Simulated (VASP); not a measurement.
# CoO (Pm-3m) in VASP: notebook

The runs below take CoO through single point, with PBEsol.

Everything below comes from runs of VASP 6.6.1. Logs are shortened: lines on timing, memory, paths and dates and some standing lists are left out, and cuts for length are marked.

**1. The cell of the first run**

The structure is cubic, space group Pm-3m (No. 221). Conventional cell: a = 2.572 Å, b = 2.572 Å, c = 2.572 Å, α = 90.00°, β = 90.00°, γ = 90.00°. Within 2.9 Å of Co (site symmetry m-3m) lie 8 O at 2.23 Å and 6 Co at 2.57 Å. O (site symmetry m-3m) has 8 Co at 2.23 Å and 6 O at 2.57 Å within 2.9 Å.

**2. Single point, PBEsol, collinear spin, ferromagnetic start**

File INCAR:

```
PREC = Accurate ; ENCUT = 520
EDIFF = 1E-7 ; ISMEAR = 0
SIGMA = 0.1 ; LREAL = F
LASPH = T ; NELM = 150
ALGO = Normal ; ISIF = 2
LWAVE = F ; LCHARG = F
ISPIN = 2 ; MAGMOM = 1.51 0.12
LORBIT = 11 ; NUPDOWN = 1.5
LMAXMIX = 4 ; GGA = PS
NBANDS = 18
```

File KPOINTS:

```
Automatic mesh
0
Gamma
  16 16 16
```

File POSCAR:

```
CoO
1.0
    2.5724609762      0.0000000000      0.0000000000
    0.0000000000      2.5724609762      0.0000000000
    0.0000000000      0.0000000000      2.5724609762
Co O
1 1
Direct
    0.0000000000      0.0000000000      0.0000000000
    0.5000000000      0.5000000000      0.5000000000
```

Potentials or basis: VASP PAW PBE potentials, release 64 (Co, O).

Launch:

```sh
> cat potpaw_PBE.64/Co/POTCAR potpaw_PBE.64/O/POTCAR > POTCAR
> mpirun -np 1 vasp_std > vasp.out
```

OUTCAR:

```text
PREC = Accurate
   ENCUT = 520
   EDIFF = 1E-7
   ISMEAR = 0
   LREAL = F
   LASPH = T
   NELM = 150
   ISIF = 2
   ISPIN = 2
   LORBIT = 11
   NUPDOWN = 1.5
   GGA = PS

 ion  position               nearest neighbor table
   1  0.000  0.000  0.000-   2 2.23   2 2.23   2 2.23   2 2.23   2 2.23   2 2.23   2 2.23   2 2.23

   2  0.500  0.500  0.500-   1 2.23   1 2.23   1 2.23   1 2.23   1 2.23   1 2.23   1 2.23   1 2.23

  LATTYP: Found a simple cubic cell.
 ALAT       =     2.5724609762

  Lattice vectors:

 A1 = (   2.5724609762,   0.0000000000,   0.0000000000)
 A2 = (   0.0000000000,   2.5724609762,   0.0000000000)
 A3 = (   0.0000000000,   0.0000000000,   2.5724609762)

Analysis of symmetry for initial positions (statically):
=====================================================================
 Subroutine PRICEL returns:
 Original cell was already a primitive cell.

 Routine SETGRP: Setting up the symmetry group for a
 simple cubic supercell.

 Subroutine GETGRP returns: Found 48 space group operations
 (whereof 48 operations were pure point group operations)
 out of a pool of 48 trial point group operations.

The static configuration has the point symmetry O_h .

Analysis of symmetry for dynamics (positions and initial velocities):
=====================================================================
 Subroutine PRICEL returns:
 Original cell was already a primitive cell.

 Routine SETGRP: Setting up the symmetry group for a
 simple cubic supercell.

 Subroutine GETGRP returns: Found 48 space group operations
 (whereof 48 operations were pure point group operations)
 out of a pool of 48 trial point group operations.

The dynamic configuration has the point symmetry O_h .

Analysis of structural, dynamic, and magnetic symmetry:
=====================================================================
 Subroutine PRICEL returns:
 Original cell was already a primitive cell.

 Routine SETGRP: Setting up the symmetry group for a
 simple cubic supercell.

 Subroutine GETGRP returns: Found 48 space group operations
 (whereof 48 operations were pure point group operations)
 out of a pool of 48 trial point group operations.

The overall configuration has the point symmetry O_h .

 Subroutine INISYM returns: Found 48 space group operations
 (whereof 48 operations are pure point group operations),
 and found     1 'primitive' translations

----------------------------------------------------------------------------------------

                                     Primitive cell

  volume of cell :      17.0234

  direct lattice vectors                    reciprocal lattice vectors
     2.572460976  0.000000000  0.000000000     0.388732816  0.000000000  0.000000000
     0.000000000  2.572460976  0.000000000     0.000000000  0.388732816  0.000000000
     0.000000000  0.000000000  2.572460976     0.000000000  0.000000000  0.388732816

  length of vectors
     2.572460976  2.572460976  2.572460976     0.388732816  0.388732816  0.388732816

  position of ions in fractional coordinates (direct lattice)
     0.000000000  0.000000000  0.000000000
     0.500000000  0.500000000  0.500000000

  ion indices of the primitive-cell ions
   primitive index   ion index
                 1           1
                 2           2

----------------------------------------------------------------------------------------

 KPOINTS: Automatic mesh

Automatic generation of k-mesh.
 Grid dimensions read from file:
 generate k-points for:   16   16   16

 Generating k-lattice:

  Cartesian coordinates                     Fractional coordinates (reciprocal lattice)
     0.024295801  0.000000000  0.000000000     0.062500000  0.000000000  0.000000000
     0.000000000  0.024295801  0.000000000     0.000000000  0.062500000  0.000000000
     0.000000000  0.000000000  0.024295801     0.000000000  0.000000000  0.062500000

  Length of vectors
     0.024295801  0.024295801  0.024295801

  Shift w.r.t. Gamma in fractional coordinates (k-lattice)
     0.000000000  0.000000000  0.000000000

 Subroutine IBZKPT returns following result:
 ===========================================

 Found    165 irreducible k-points:

 Following reciprocal coordinates:
            Coordinates               Weight
  0.000000  0.000000  0.000000      1.000000
  0.062500  0.000000  0.000000      6.000000
  0.125000  0.000000  0.000000      6.000000
  0.187500  0.000000  0.000000      6.000000
  0.250000  0.000000  0.000000      6.000000
  0.312500  0.000000  0.000000      6.000000
[... 16 lines left out ...]
  0.437500  0.125000  0.000000     24.000000
  0.500000  0.125000  0.000000     12.000000
 [... further k-points ...]
   k-points           NKPTS =    165   k-points in BZ     NKDIM =    165   number of bands    NBANDS=     18
   number of dos      NEDOS =    301   number of ions     NIONS =      2
   total plane-waves  NPLWV =   8000
   dimension x,y,z NGX =    20 NGY =   20 NGZ =   20
   dimension x,y,z NGXF=    40 NGYF=   40 NGZF=   40
   ions per type =               1   1
   NGX,Y,Z   is equivalent  to a cutoff of  12.93, 12.93, 12.93 a.u.
   NGXF,Y,Z  is equivalent  to a cutoff of  25.85, 25.85, 25.85 a.u.
 SYSTEM =  unknown system
   PREC   = accura    normal or accurate (medium, high low for compatibility)
   ISTART =      0    job   : 0-new  1-cont  2-samecut
   ICHARG =      2    charge: 1-file 2-atom 10-const
   ISPIN  =      2    spin polarized calculation?
   LNONCOLLINEAR =      F non collinear calculations
   LSORBIT =      F    spin-orbit coupling
   LASPH  =      T    aspherical Exc in radial PAW
   ENCUT  =  520.0 eV  38.22 Ry    6.18 a.u.   4.78  4.78  4.78*2*pi/ulx,y,z
   NELM   =    150;   NELMIN=  2; NELMDL= -5     # of ELM steps
   EDIFF  = 0.1E-06   stopping-criterion for ELM
   LREAL  =      F    real-space projection
   EDIFFG = 0.1E-05   stopping-criterion for IOM
   NSW    =      0    number of steps for IOM
   IBRION =     -1    ionic relax: 0-MD 1-quasi-New 2-CG
   NFREE  =      0    steps in history (QN), initial steepest desc. (CG)
   ISIF   =      2    stress and relaxation
   ISYM   =      2    0-nonsym 1-usesym 2-fastsym
   POTIM  = 0.5000    time-step for ionic-motion
   TEBEG  =    0.0;   TEEND  =   0.0 temperature during run
   PSTRESS=    0.0 pullay stress
   NELECT =      15.0000    total number of electrons
   NUPDOWN=       1.5000    fix difference up-down
   EMIN   =  10.00;   EMAX   =-10.00  energy-range for DOS
   EFERMI =   0.00;   METHOD = LEGACY
   ISMEAR =     0;   SIGMA  =   0.10  broadening in eV -4-tet -1-fermi 0-gaus
   EFERMI_NEDOS =   21; number of points for ismear=-14 and -15
   IALGO  =     38    algorithm
   IMIX   =      4    mixing-type and parameters
     AMIX     =   0.40;   BMIX     =  1.00
     AMIX_MAG =   1.60;   BMIX_MAG =  1.00
  volume/ion in A,a.u.               =       8.51        57.44
  Fermi-wavevector in a.u.,A,eV,Ry     =   1.569482  2.965892 33.514892  2.463275
  Thomas-Fermi vector in A             =   2.671358
   LORBIT       =     11    0 simple, 1 ext, 2 COOP (PROOUT), +10 PAW based schemes
   GGA     = PS    functional components
   LHFCALC =     F    Hartree Fock is set to
   AEXX    =    0.0000 exact exchange contribution
   IVDW    =     0    specifies the selected vdW correction
   LEPSILON=     F    determine dielectric tensor
   LRPA    =     F    only Hartree local field effects (RPA)
 spin polarized calculation
 Gauss-broadening in eV      SIGMA  =   0.10
  energy-cutoff  :      520.00
  volume of cell :       17.02
 maximum number of plane-waves:       480
 NGX is ok and might be reduce to    20

 number of electron      15.0000019 magnetization       1.4999995

 Free energy of the ion-electron system (eV)
  ---------------------------------------------------
  ext. energy  EPLUGINS =         0.00000000
  ---------------------------------------------------
  free energy    TOTEN  =       -13.15796688 eV

  energy without entropy =      -13.14233983  energy(sigma->0) =      -13.15015336

 E-fermi :   9.3339     XC(G=0): -13.5548

 val. band max:        9.3338195089   @ k =   0.1875   0.1875   0.1250
 cond. band min:       8.9781413471   @ k =   0.2500   0.2500   0.1250
 fundamental gap:     -0.3556781618
 Fermi energy:         8.9711636769

 spin component 1

 k-point     1 :       0.0000    0.0000    0.0000
  band No.  band energies     occupation
      1     -11.6910      1.00000
      2       5.4328      1.00000
      3       5.4328      1.00000
      4       6.0504      1.00000
      5       6.0504      1.00000
      6       6.0504      1.00000
[... 10 lines left out ...]
     17      41.4846      0.00000
     18      41.4846      0.00000
[... 463 lines left out ...]
 k-point    24 :       0.5000    0.1250    0.0000
  band No.  band energies     occupation
      1     -10.2136      1.00000
      2       0.3360      1.00000
      3       4.5334      1.00000
      4       5.0287      1.00000
      5       5.9627      1.00000
      6       7.9084      1.00000
[... 10 lines left out ...]
     17      38.0840      0.00000
     18      41.1434      0.00000

 [... further k-points ...]

 spin component 2

 k-point     1 :       0.0000    0.0000    0.0000
  band No.  band energies     occupation
      1     -11.5165      1.00000
      2       6.2562      1.00000
      3       6.2562      1.00000
      4       6.2562      1.00000
      5       6.6376      1.00000
      6       6.6376      1.00000
[... 10 lines left out ...]
     17      41.5755      0.00000
     18      41.5755      0.00000
[... 463 lines left out ...]
 k-point    24 :       0.5000    0.1250    0.0000
  band No.  band energies     occupation
      1     -10.0252      1.00000
      2       0.5608      1.00000
      3       5.0075      1.00000
      4       5.5951      1.00000
      5       7.2484      1.00000
      6       9.3221      0.56619
[... 10 lines left out ...]
     17      38.3554      0.00000
     18      41.4081      0.00000

 [... further k-points ...]
[... 5 lines left out ...]
  --------------------------------------------------------------------------------------
  -------------------------------------------------------------------------------------
  Total       -1.2643492     -1.2643492     -1.2643492     -0.0000000      0.0000000      0.0000000
  in kB     -118.9956923   -118.9956923   -118.9956923     -0.0000000      0.0000000      0.0000000
  external PRESSURE =    -118.9956923 kB  Pullay stress =       0.0000000 kB

 VOLUME and BASIS-vectors are now :
 -----------------------------------------------------------------------------
  energy-cutoff  :      520.00
  volume of cell :       17.02
      direct lattice vectors                 reciprocal lattice vectors
     2.572460976  0.000000000  0.000000000     0.388732816  0.000000000  0.000000000
     0.000000000  2.572460976  0.000000000     0.000000000  0.388732816  0.000000000
     0.000000000  0.000000000  2.572460976     0.000000000  0.000000000  0.388732816

 POSITION                                       TOTAL-FORCE (eV/Angst)
 -----------------------------------------------------------------------------------
      0.00000      0.00000      0.00000         0.000000      0.000000      0.000000
      1.28623      1.28623      1.28623         0.000000      0.000000      0.000000
 -----------------------------------------------------------------------------------
    total drift:                                0.000000      0.000000      0.000000

  FREE ENERGIE OF THE ION-ELECTRON SYSTEM (eV)
  ---------------------------------------------------
  free  energy   TOTEN  =       -13.1579668828 eV

  energy  without entropy=      -13.1423398317  energy(sigma->0) =      -13.15015336

 total charge

# of ion       s       p       d       tot
------------------------------------------
    1        0.304   0.377   7.298   7.979
    2        1.594   3.271   0.000   4.866
--------------------------------------------------
tot          1.898   3.649   7.298  12.845

 magnetization (x)

# of ion       s       p       d       tot
------------------------------------------
    1       -0.001   0.001   1.381   1.382
    2        0.005   0.102   0.000   0.107
--------------------------------------------------
tot          0.005   0.103   1.381   1.489
```

Run time: 77 s. Hardware: 1 thread of Intel Xeon 6975P-C (Granite Rapids), shared host; peak memory 0.19 GiB.

What came out:

```
Free energy                                           : -13.1580 eV
Pressure                                              : -11.9 GPa
Net moment                                            : 1.50 μB per cell
Site moments                                          : Co +1.38; O +0.11 μB
Valence electrons inside the program's atomic spheres : Co 7.98; O 4.87
```

Caveat: the PAW data sets were made with another functional, which shifts forces and pressure a little; the total moment is fixed, so each spin has its own Fermi level; a cell with one magnetic atom can't hold antiferromagnetic order, which such compounds often take.

**3. Single point, PBEsol, collinear spin, antiferromagnetic start**

This run uses another cell than the first one: it holds 4 atoms, not 2.

File INCAR:

```
ALGO = Normal
EDIFF = 1E-6
ENCUT = 520
GGA = PS
ISIF = 2
ISMEAR = 0
ISPIN = 2
LASPH = True
LCHARG = True
LELF = True
LMAXMIX = 4
LORBIT = 11
LREAL = False
LVHAR = True
LWAVE = False
MAGMOM = 3 -3 0 0
NBANDS = 27
NELM = 150
PREC = Accurate
SIGMA = 0.1
```

File KPOINTS:

```
k-points
0
Gamma
  16 16 8
```

File POSCAR:

```
CoO
1.0
    2.5724609762      0.0000000000      0.0000000000
    0.0000000000      2.5724609762      0.0000000000
    0.0000000000      0.0000000000      5.1449219523
Co O
2 2
Direct
    0.0000000000      1.0000000000      0.0000000000
    0.0000000000      1.0000000000      0.5000000000
    0.5000000000      0.5000000000      0.2500000000
    0.5000000000      0.5000000000      0.7500000000
```

Potentials or basis: VASP PAW PBE potentials, release 64 (Co, O).

Launch:

```sh
> cat potpaw_PBE.64/Co/POTCAR potpaw_PBE.64/O/POTCAR > POTCAR
> mpirun -np 1 vasp_std > vasp.out
```

It took 4.2 min on 1 thread of Intel Xeon Platinum 8488C (Sapphire Rapids), shared host; peak memory 0.37 GiB.

It converged, with:

| Quantity | Value |
| --- | --- |
| Free energy | -26.9552 eV |
| Pressure | -4.2 GPa |
| Band gap on the k mesh | zero (filled and empty bands overlap) |
| Net moment | 0.00 μB per cell |
| Site moments | Co +2.21, -2.21; O +0.00 μB |
| Valence electrons inside the program's atomic spheres | Co 7.92; O 4.91 |

Stress tensor (GPa, compression positive):
```
-5.06  0.00  0.00
 0.00 -5.06  0.00
 0.00  0.00 -2.55
```

Levels at points of the mesh, in eV from the Fermi level:
Spin up:
| k point | band 12 | band 13 | band 14 | band 15 | band 16 | band 17 | band 18 | band 19 |
| --- | --- | --- | --- | --- | --- | --- | --- | --- |
| (0.00, 0.00, 0.00) | -2.67 | -1.55 | -1.55 | -0.50 | 0.20 | 0.91 | 0.97 | 0.97 |
| (0.50, 0.00, 0.00) | -2.15 | -2.14 | -1.26 | -0.09 | 0.15 | 0.77 | 0.78 | 6.09 |
| (0.50, 0.50, 0.00) | -2.19 | -1.48 | -0.27 | 0.34 | 1.00 | 1.09 | 1.09 | 6.17 |
| (0.00, 0.00, 0.50) | -2.60 | -1.31 | -1.17 | -1.17 | 0.20 | 0.77 | 0.77 | 3.34 |
| (0.50, 0.00, 0.50) | -2.23 | -1.56 | -1.06 | -0.16 | -0.06 | 0.06 | 0.56 | 6.93 |
| (0.50, 0.50, 0.50) | -1.48 | -1.30 | -0.85 | 0.29 | 0.29 | 0.34 | 1.02 | 6.07 |
Spin down:
```tsv
k point	band 13	band 14	band 15	band 16	band 17	band 18
(0.00, 0.00, 0.00)	-1.55	-1.55	-0.50	0.20	0.91	0.97
(0.50, 0.00, 0.00)	-2.14	-1.26	-0.09	0.15	0.77	0.78
(0.50, 0.50, 0.00)	-1.48	-0.27	0.34	1.00	1.09	1.09
(0.00, 0.00, 0.50)	-1.31	-1.17	-1.17	0.20	0.77	0.77
(0.50, 0.00, 0.50)	-1.56	-1.06	-0.16	-0.06	0.06	0.56
(0.50, 0.50, 0.50)	-1.30	-0.85	0.29	0.29	0.34	1.02
```

Caveat: the PAW data sets were made with another functional, which shifts forces and pressure a little; semilocal functionals often make such compounds metallic where correlation or magnetic order opens a gap, which also shifts bond lengths.
